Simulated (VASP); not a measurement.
Ag2Sb, 6 atoms in the cell. It takes space group P4/nmm (No. 129, tetragonal). Conventional cell: a = 4.287 Å, b = 4.287 Å, c = 6.541 Å, α = 90.00°, β = 90.00°, γ = 90.00°. Ag (site symmetry -4m2) has 8 Ag at 2.78 to 3.03 Å and 4 Sb at 2.91 Å within 3.7 Å. Ag (site symmetry 4mm) has 4 Ag at 2.78 Å and 6 Sb at 2.81 to 3.73 Å within 3.8 Å. Within 3.8 Å of Sb (site symmetry 4mm) lie 10 Ag at 2.81 to 3.73 Å. 

| Quantity | Value |
| --- | --- |
| Program | VASP 6.6.1 |
| Task | single point |
| Functional | PBE |
| Potentials or basis | VASP PAW PBE potentials, release 64 (Ag, Sb) |
| Cutoff | 520 eV |
| k mesh | 8 × 8 × 5 |
| Occupations | fermi-dirac, width 0.0273 eV |
| Spin | no spin polarisation |
| Dipole correction | no |
| k mesh for the DOS | 12 × 12 × 8 |
| Occupations for the DOS | tetrahedron |
| Further INCAR settings | ALGO = Normal; EDIFF = 1e-07 |

Potentials or basis: VASP PAW PBE potentials, release 64 (Ag, Sb).

Launch:

```console
$ cat potpaw_PBE.64/Ag/POTCAR potpaw_PBE.64/Sb/POTCAR > POTCAR
$ cp INCAR.step1 INCAR
$ cp KPOINTS.step1 KPOINTS
$ mpirun -np 1 vasp_std > vasp.out
$ cp INCAR.step2 INCAR
$ cp KPOINTS.step2 KPOINTS
$ mpirun -np 1 vasp_std > vasp.out
```

Hardware: 1 thread of Intel(R) Xeon(R) Platinum 8259CL CPU @ 2.50GHz (Skylake/Cascade Lake) (shared host).

How long does it take, and how much memory?

It took 7 min on 1 thread of Intel(R) Xeon(R) Platinum 8259CL CPU @ 2.50GHz (Skylake/Cascade Lake), with other jobs on the host, peak memory 0.55 GiB. Counts: k points 140.
